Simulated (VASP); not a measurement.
Wanted: the native input for a VASP 6.6.1 run.

- Task: relaxation of cell and atoms
- Functional: PBE
- Potentials or basis: VASP PAW PBE potentials, release 64 (Ge_d, N)
- Cutoff: 600 eV
- k mesh: 10 × 10 × 16
- Occupations: gaussian, width 0.1 eV
- Spin: no spin polarisation
- Dipole correction: no
- Further INCAR settings: ALGO = Fast; EDIFF = 1e-06; IBRION = 2; EDIFFG = -0.01; NSW = 100; ISIF = 3

The structure of GeN lies in POSCAR:

```
GeN
1.0
    2.7622940762     -4.3551221361      0.0000000000
    2.7622940762      4.3551221361      0.0000000000
    0.0000000000      0.0000000000      3.0671043500
Ge N
2 2
Direct
    0.2154888672      0.7845111328      0.0000000000
    0.7845111328      0.2154888672      0.0000000000
    0.0766262687      0.9233737313      0.5000000000
    0.9233737313      0.0766262687      0.5000000000
```

The cell was generated, and may not be a known phase.

One way to write it, as run:

INCAR

```
SYSTEM = GeN
  PREC = Accurate
  ENCUT = 600
  EDIFF = 1E-6
  ISMEAR = 0
  SIGMA = 0.1
  LREAL = .False.
  LASPH = .True.
  NELM = 80
  ALGO = Fast
  ISIF = 3
  LWAVE = .False.
  LCHARG = .False.
  GGA = PE
  IBRION = 2
  NSW = 100
  EDIFFG = -0.01
```

KPOINTS

```
Automatic mesh
0
Gamma
  10 10 16
  0 0 0
```

Potentials or basis: VASP PAW PBE potentials, release 64 (Ge_d, N).

The run is started by

```sh
$ cat potpaw_PBE.64/Ge_d/POTCAR potpaw_PBE.64/N/POTCAR > POTCAR
$ mpirun -np 1 vasp_std > vasp.out
```

It gave:

```
Relaxed volume                        : 18.49 Å³/atom
Relaxed cell                          : a = 5.163 Å, b = 5.163 Å, c = 3.059 Å, α = 90.00°, β = 90.00°, γ = 114.89°
Space group after relaxing (to 0.1 Å) : Cmmm (No. 65)
Energy gained by relaxing             : 0.2 meV/atom
Ionic steps                           : 19
Pressure after relaxing               : 0.0 GPa
Largest force after relaxing          : 0.009 eV/Å
Band gap on the k mesh                : zero (bands 19 and 20 overlap by 0.87 eV)
```

Wall time 97 min on 1 thread of Oxide Virtual Turin-like Processor, with other jobs on the host, peak memory 0.58 GiB.
